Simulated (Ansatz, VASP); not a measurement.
LiCl in VASP and in Ansatz

The input INCAR:

```
PREC     = Accurate       # precision mode
ENCUT    = 600            # plane-wave cutoff, eV
EDIFF    = 1E-7           # SCF threshold, eV
ISMEAR   = 0              # smearing method
SIGMA    = 0.02           # smearing width, eV
LREAL    = False          # projectors in reciprocal space
LASPH    = True           # aspherical terms in the spheres
NELM     = 100            # most SCF steps
ALGO     = Normal         # electronic algorithm
ISIF     = 3              # what is computed and relaxed
LWAVE    = False          # write WAVECAR
LCHARG   = False          # write CHGCAR
GGA      = PE             # functional
IVDW     = 12             # dispersion correction
IBRION   = 2              # ionic algorithm
NSW      = 70             # ionic steps
EDIFFG   = -0.005         # ionic threshold
```

Contents of KPOINTS:

```
regular mesh
0
Gamma
  9 9 4
```

File POSCAR:

```
LiCl
1.0
    3.9253803159      0.0000000000      0.0000000000
   -1.9626901580      3.3994790731      0.0000000000
    0.0000000000      0.0000000000      6.2893925612
Li Cl
2 2
Direct
    0.6666666667      0.3333333333      0.8777888619
    0.3333333333      0.6666666667      0.3777888619
    0.6666666667      0.3333333333      0.4972121381
    0.3333333333      0.6666666667      0.9972121381
```

Input for Ansatz:

```yaml
crystal:
  lattice:
    - [3.9253803159, 0.0, 0.0]
    - [-1.962690158, 3.3994790731, 0.0]
    - [0.0, 0.0, 6.2893925612]
  atoms:
    - { symbol: Li, position: [0.6666666667, 0.3333333333, 0.8777888619] }
    - { symbol: Li, position: [0.3333333333, 0.6666666667, 0.3777888619] }
    - { symbol: Cl, position: [0.6666666667, 0.3333333333, 0.4972121381] }
    - { symbol: Cl, position: [0.3333333333, 0.6666666667, 0.9972121381] }
basis:
  ecutwfc: 420
kpoints:
  mp_grid: { grid: [9, 9, 4] }
hamiltonian:
  xc: pbe
  dispersion: d3bj
scf:
  occupations: { method: gaussian, width: 0.02 }
output:
  forces: true
  stress: true
  eigenvalues: true
relax:
  adjacent_minimum: "off"
  f_tol: 0.005
  max_steps: 50
  cell: { stress_tol: 0.05 }
```

Alike in both runs: task relaxation of cell and atoms; functional PBE; dispersion D3(BJ); k mesh 9 × 9 × 4; occupations gaussian, width 0.02 eV; no spin polarisation.

|  | VASP | Ansatz |
| --- | --- | --- |
| version | VASP 6.6.1 | Ansatz 0.2.0 |
| potentials or method | VASP PAW PBE potentials, release 64 (Li_sv, Cl), cutoff 600 eV | scalar-relativistic, plane waves, PAW |
| valence electrons in the cell | 20 | 20 |

```csv
,VASP,Ansatz,Ansatz less VASP
"gap on the k mesh at the Fermi level, each at its own relaxed structure (eV)",6.17,6.15,-0.020
relaxed volume (Å³/atom),19.65,19.72,+0.066
relaxed length of the cell vector where the two differ most in proportion (Å),3.841,3.846,+0.0059
```

Noted on VASP's run: the cutoff is under 1.25 times that of the potentials, so the pressure is a little rough.
